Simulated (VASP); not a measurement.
# BeCdS4 (P4) in VASP: relaxation of cell and atoms with PBE

Aim: the relaxation of cell and atoms of BeCdS4 with PBE.

Everything below comes from runs of VASP 6.6.1. Logs are shortened: lines on timing, memory, paths and dates and some standing lists are left out, and cuts for length are marked.

### 1 The cell of the first run

Symmetry: P4, No. 75, tetragonal system. Conventional cell: a = 5.909 Å, b = 5.909 Å, c = 4.159 Å, α = 90.00°, β = 90.00°, γ = 90.00°. Within 2.7 Å of Be (site symmetry 4) lie 4 S at 2.07 Å. Cd (site symmetry 4) has 4 S at 2.70 Å within 3.6 Å. S (site symmetry 1) has 1 Be at 2.07 Å and 1 S at 2.19 Å within 2.7 Å.

### 2 Relaxation of cell and atoms, PBE

Input file INCAR:

```
PREC = Accurate
ENCUT = 600
EDIFF = 1E-6
ISMEAR = 0
SIGMA = 0.2
LREAL = F
LASPH = T
NELM = 80
ALGO = Normal
ISIF = 3
LWAVE = F
LCHARG = F
GGA = PE
IBRION = 2
NSW = 36
EDIFFG = -0.08
```

Input file KPOINTS:

```
Automatic mesh
0
Gamma
  3 3 4
```

Input file POSCAR:

```
BeCdS4
1.0
    5.9086360500      0.0000000000      0.0000000000
    0.0000000000      5.9086360500      0.0000000000
    0.0000000000      0.0000000000      4.1591029800
Be Cd S
1 1 4
Direct
    0.0000000000      0.0000000000      0.4580550600
    0.5000000000      0.5000000000      0.5826593700
    0.0887461400      0.6622123600      0.4183964600
    0.9112538600      0.3377876400      0.4183964600
    0.3377876400      0.0887461400      0.4183964600
    0.6622123600      0.9112538600      0.4183964600
```

Potentials or basis: VASP PAW PBE potentials, release 64 (Be, Cd, S).

The run is started by

```sh
> cat potpaw_PBE.64/Be/POTCAR potpaw_PBE.64/Cd/POTCAR potpaw_PBE.64/S/POTCAR > POTCAR
> mpirun -np 1 vasp_std > vasp.out
```

OUTCAR:

```text
PREC = Accurate
   ENCUT = 600
   EDIFF = 1E-6
   ISMEAR = 0
   LREAL = F
   LASPH = T
   NELM = 80
   ISIF = 3
   GGA = PE
   IBRION = 2
   NSW = 36
   EDIFFG = -0.08

 ion  position               nearest neighbor table
   1  0.000  0.000  0.458-   3 2.07   4 2.07   5 2.07   6 2.07
   2  0.500  0.500  0.583-   3 2.70   4 2.70   5 2.70   6 2.70
   3  0.089  0.662  0.418-   1 2.07   4 2.19   2 2.70
   4  0.911  0.338  0.418-   1 2.07   3 2.19   2 2.70
   5  0.338  0.089  0.418-   1 2.07   6 2.19   2 2.70
   6  0.662  0.911  0.418-   1 2.07   5 2.19   2 2.70

  LATTYP: Found a simple tetragonal cell.
 ALAT       =     5.9086360500
 C/A-ratio  =     0.7039023803

  Lattice vectors:

 A1 = (   5.9086360500,   0.0000000000,   0.0000000000)
 A2 = (   0.0000000000,   5.9086360500,   0.0000000000)
 A3 = (   0.0000000000,   0.0000000000,   4.1591029800)

Analysis of symmetry for initial positions (statically):
=====================================================================
 Subroutine PRICEL returns:
 Original cell was already a primitive cell.

 Routine SETGRP: Setting up the symmetry group for a
 simple tetragonal supercell.

 Subroutine GETGRP returns: Found  4 space group operations
 (whereof  4 operations were pure point group operations)
 out of a pool of 16 trial point group operations.

The static configuration has the point symmetry     .

Analysis of symmetry for dynamics (positions and initial velocities):
=====================================================================
 Subroutine PRICEL returns:
 Original cell was already a primitive cell.

 Routine SETGRP: Setting up the symmetry group for a
 simple tetragonal supercell.

 Subroutine GETGRP returns: Found  4 space group operations
 (whereof  4 operations were pure point group operations)
 out of a pool of 16 trial point group operations.

The dynamic configuration has the point symmetry     .

 Subroutine INISYM returns: Found  4 space group operations
 (whereof  4 operations are pure point group operations),
 and found     1 'primitive' translations

----------------------------------------------------------------------------------------

                                     Primitive cell

  volume of cell :     145.2025

  direct lattice vectors                    reciprocal lattice vectors
     5.908636050  0.000000000  0.000000000     0.169243797  0.000000000  0.000000000
     0.000000000  5.908636050  0.000000000     0.000000000  0.169243797  0.000000000
     0.000000000  0.000000000  4.159102980     0.000000000  0.000000000  0.240436461

  length of vectors
     5.908636050  5.908636050  4.159102980     0.169243797  0.169243797  0.240436461

  position of ions in fractional coordinates (direct lattice)
     0.000000000  0.000000000  0.458055060
     0.500000000  0.500000000  0.582659370
     0.088746140  0.662212360  0.418396460
     0.911253860  0.337787640  0.418396460
     0.337787640  0.088746140  0.418396460
     0.662212360  0.911253860  0.418396460

  ion indices of the primitive-cell ions
   primitive index   ion index
                 1           1
                 2           2
                 3           3
                 4           4
                 5           5
                 6           6

----------------------------------------------------------------------------------------

 KPOINTS: Automatic mesh

Automatic generation of k-mesh.
 Grid dimensions read from file:
 generate k-points for:    3    3    4

 Generating k-lattice:

  Cartesian coordinates                     Fractional coordinates (reciprocal lattice)
     0.056414599  0.000000000  0.000000000     0.333333333  0.000000000  0.000000000
     0.000000000  0.056414599  0.000000000     0.000000000  0.333333333  0.000000000
     0.000000000  0.000000000  0.060109115     0.000000000  0.000000000  0.250000000

  Length of vectors
     0.056414599  0.056414599  0.060109115

  Shift w.r.t. Gamma in fractional coordinates (k-lattice)
     0.000000000  0.000000000  0.000000000

 Subroutine IBZKPT returns following result:
 ===========================================

 Found      9 irreducible k-points:

 Following reciprocal coordinates:
            Coordinates               Weight
  0.000000  0.000000  0.000000      1.000000
  0.333333  0.000000  0.000000      4.000000
  0.333333  0.333333  0.000000      4.000000
  0.000000  0.000000  0.250000      2.000000
  0.333333  0.000000  0.250000      8.000000
  0.333333  0.333333  0.250000      8.000000
  0.000000  0.000000  0.500000      1.000000
  0.333333  0.000000  0.500000      4.000000
  0.333333  0.333333  0.500000      4.000000
   k-points           NKPTS =      9   k-points in BZ     NKDIM =      9   number of bands    NBANDS=     23
   number of dos      NEDOS =    301   number of ions     NIONS =      6
   total plane-waves  NPLWV =  82944
   dimension x,y,z NGX =    48 NGY =   48 NGZ =   36
   dimension x,y,z NGXF=    96 NGYF=   96 NGZF=   72
   ions per type =               1   1   4
   NGX,Y,Z   is equivalent  to a cutoff of  13.51, 13.51, 14.39 a.u.
   NGXF,Y,Z  is equivalent  to a cutoff of  27.01, 27.01, 28.78 a.u.
 SYSTEM =  unknown system
   PREC   = accura    normal or accurate (medium, high low for compatibility)
   ISTART =      0    job   : 0-new  1-cont  2-samecut
   ICHARG =      2    charge: 1-file 2-atom 10-const
   ISPIN  =      1    spin polarized calculation?
   LNONCOLLINEAR =      F non collinear calculations
   LSORBIT =      F    spin-orbit coupling
   LASPH  =      T    aspherical Exc in radial PAW
   ENCUT  =  600.0 eV  44.10 Ry    6.64 a.u.  11.80 11.80  8.31*2*pi/ulx,y,z
   NELM   =     80;   NELMIN=  2; NELMDL= -5     # of ELM steps
   EDIFF  = 0.1E-05   stopping-criterion for ELM
   LREAL  =      F    real-space projection
   EDIFFG = -.8E-01   stopping-criterion for IOM
   NSW    =     36    number of steps for IOM
   IBRION =      2    ionic relax: 0-MD 1-quasi-New 2-CG
   NFREE  =      1    steps in history (QN), initial steepest desc. (CG)
   ISIF   =      3    stress and relaxation
   ISYM   =      2    0-nonsym 1-usesym 2-fastsym
   POTIM  = 0.5000    time-step for ionic-motion
   TEBEG  =    0.0;   TEEND  =   0.0 temperature during run
   PSTRESS=    0.0 pullay stress
   NELECT =      38.0000    total number of electrons
   NUPDOWN=      -1.0000    fix difference up-down
   EMIN   =  10.00;   EMAX   =-10.00  energy-range for DOS
   EFERMI =   0.00;   METHOD = LEGACY
   ISMEAR =     0;   SIGMA  =   0.20  broadening in eV -4-tet -1-fermi 0-gaus
   EFERMI_NEDOS =   21; number of points for ismear=-14 and -15
   IALGO  =     38    algorithm
   IMIX   =      4    mixing-type and parameters
     AMIX     =   0.40;   BMIX     =  1.00
     AMIX_MAG =   1.60;   BMIX_MAG =  1.00
  volume/ion in A,a.u.               =      24.20       163.31
  Fermi-wavevector in a.u.,A,eV,Ry     =   1.047156  1.978838 14.919269  1.096535
  Thomas-Fermi vector in A             =   2.182024
   LORBIT       =      0    0 simple, 1 ext, 2 COOP (PROOUT), +10 PAW based schemes
   GGA     = PE    functional components
   LHFCALC =     F    Hartree Fock is set to
   AEXX    =    0.0000 exact exchange contribution
   IVDW    =     0    specifies the selected vdW correction
   LEPSILON=     F    determine dielectric tensor
   LRPA    =     F    only Hartree local field effects (RPA)
 conjugate gradient relaxation of ions
 non-spin polarized calculation
 Gauss-broadening in eV      SIGMA  =   0.20
  energy-cutoff  :      600.00
  volume of cell :      145.20
 maximum number of plane-waves:      4901
 NGX is ok and might be reduce to    48
   NGX = 23   NGY = 23   NGZ = 17

--------------------------------------- Ionic step        1  -------------------------------------------

 number of electron      38.0000000 magnetization

 Free energy of the ion-electron system (eV)
  ---------------------------------------------------
  ext. energy  EPLUGINS =         0.00000000
  ---------------------------------------------------
  free energy    TOTEN  =       -21.24333314 eV

  energy without entropy =      -21.24124706  energy(sigma->0) =      -21.24229010

------------------------ aborting loop because EDIFF is reached ----------------------------------------

  FORCE on cell =-STRESS in cart. coord.  units (eV):
  Direction    XX          YY          ZZ          XY          YZ          ZX
  --------------------------------------------------------------------------------------
  -------------------------------------------------------------------------------------
  Total       -2.2902390     -2.2902390      0.5444187     -0.0000008      0.0000000      0.0000000
  in kB      -25.2706978    -25.2706978      6.0071633     -0.0000088      0.0000000      0.0000000
  external PRESSURE =     -14.8447441 kB  Pullay stress =       0.0000000 kB
[... 101 lines left out ...]
  FREE ENERGIE OF THE ION-ELECTRON SYSTEM (eV)
  ---------------------------------------------------
  free  energy   TOTEN  =       -21.6485486441 eV

  energy  without entropy=      -21.6485442954  energy(sigma->0) =      -21.64854647

[... ionic steps 4 to 15 ...]

--------------------------------------- Ionic step       16  -------------------------------------------

 number of electron      37.9999996 magnetization

------------------------ aborting loop because EDIFF is reached ----------------------------------------

  FORCE on cell =-STRESS in cart. coord.  units (eV):
  Direction    XX          YY          ZZ          XY          YZ          ZX
  --------------------------------------------------------------------------------------
  -------------------------------------------------------------------------------------
  Total        0.0784483      0.0784483     -0.1335698     -0.0000003      0.0000000      0.0000000
  in kB        0.8326726      0.8326726     -1.4177478     -0.0000031      0.0000000      0.0000000
  external PRESSURE =       0.0825325 kB  Pullay stress =       0.0000000 kB
[... 65 lines left out ...]
  energy  without entropy=      -21.7448730225  energy(sigma->0) =      -21.74493191

--------------------------------------- Ionic step       18  -------------------------------------------

 number of electron      37.9999996 magnetization

 Free energy of the ion-electron system (eV)
  ---------------------------------------------------
  ext. energy  EPLUGINS =         0.00000000
  ---------------------------------------------------
  free energy    TOTEN  =       -21.74603207 eV

  energy without entropy =      -21.74590722  energy(sigma->0) =      -21.74596964

 E-fermi :   2.5983     XC(G=0):  -8.1206

 val. band max:        2.1472418923   @ k =   0.0000   0.0000   0.5000
 cond. band min:       3.0590221333   @ k =   0.3333   0.0000   0.0000
 fundamental gap:      0.9117802410
 Fermi energy:         2.5983236156

 k-point     1 :       0.0000    0.0000    0.0000
  band No.  band energies     occupation
      1     -13.4113      2.00000
      2     -12.2714      2.00000
      3      -9.4762      2.00000
      4      -9.4762      2.00000
      5      -6.7089      2.00000
      6      -6.5669      2.00000
[... 256 lines left out ...]
  FREE ENERGIE OF THE ION-ELECTRON SYSTEM (eV)
  ---------------------------------------------------
  free  energy   TOTEN  =       -21.7460320703 eV

  energy  without entropy=      -21.7459072186  energy(sigma->0) =      -21.74596964

 reached required accuracy - stopping structural energy minimisation
```

It took 3.4 min on 1 thread of Intel Xeon 6975P-C (Granite Rapids), shared host; peak memory 0.3 GiB.

What came out:

```yaml
Free_energy: -21.7460 eV
Relaxed_volume: 25.16 Å³/atom
Relaxed_cell: a = 5.789 Å, b = 5.789 Å, c = 4.506 Å, α = 90.00°, β = 90.00°, γ = 90.00°
Space_group_after_relaxing_to_0.05_Å: P4 (No. 75)
Energy_gained_by_relaxing: 83.8 meV/atom
Ionic_steps: 18
Pressure_after_relaxing: -0.1 GPa
Largest_force_after_relaxing: 0.074 eV/Å
Band_gap_on_the_k_mesh: 0.91 eV, indirect (least direct gap 1.24 eV)
```

Forces on the atoms (eV/Å):
```
Be   0.000  0.000 -0.074
Cd   0.000  0.000  0.041
S    0.031 -0.008  0.008
S   -0.031  0.008  0.008
S    0.008  0.031  0.008
S   -0.008 -0.031  0.008
```

Step by step:
| step | energy change (eV) | largest force (eV/Å) | pressure (GPa) | volume (Å³) |
| --- | --- | --- | --- | --- |
| 1 | 0.0000 | 1.6932 | -1.48 | 145.20 |
| 2 | -0.3948 | 0.6273 | 1.20 | 140.52 |
| 3 | -0.4052 | 0.5570 | 1.92 | 139.64 |
| 4 | -0.4506 | 0.2011 | -0.58 | 144.51 |
| 5 | -0.4570 | 0.1951 | 0.03 | 143.21 |
| 6 | -0.4646 | 0.2093 | 0.15 | 143.68 |
| 7 | -0.4793 | 0.2500 | 0.52 | 145.07 |
| 8 | -0.4747 | 0.3223 | 1.19 | 147.71 |
| 9 | -0.4830 | 0.2799 | 0.79 | 146.18 |
| 10 | -0.4872 | 0.2544 | 0.64 | 146.88 |
| 11 | -0.4957 | 0.1737 | 0.17 | 149.01 |
| 12 | -0.4950 | 0.1340 | -0.70 | 153.30 |
| 13 | -0.4984 | 0.1378 | -0.24 | 150.99 |
| 14 | -0.5002 | 0.0970 | -0.14 | 150.97 |
| 15 | -0.5012 | 0.0950 | 0.00 | 150.95 |
| 16 | -0.5012 | 0.0949 | 0.01 | 150.95 |
| 17 | -0.5017 | 0.0896 | -0.03 | 150.96 |
| 18 | -0.5027 | 0.0740 | -0.13 | 150.99 |

Final structure:
```xyz
6
Lattice="5.7889 0.0000 0.0000 0.0000 5.7889 0.0000 0.0000 0.0000 4.5055" Properties=species:S:1:pos:R:3 pbc="T T T"
Be    0.0000    5.7889    2.0816
Cd    2.8944    2.8944    2.7532
S     0.6207    3.7475    1.8487
S     5.1682    2.0414    1.8487
S     2.0414    0.6207    1.8487
S     3.7475    5.1682    1.8487
```

Levels at points of the mesh, in eV from the valence-band top:
```csv
k point,band 17,band 18,band 19,band 20,band 21,band 22
"(0.00, 0.00, 0.00)",-0.83,-0.83,-0.02,1.39,2.55,2.55
"(0.00, 0.00, 0.50)",-1.38,-1.38,0.00,1.24,2.60,2.60
```

Caveat: the relaxation stopped at a loose force limit of 0.08 eV/Å, so its end isn't a converged minimum.
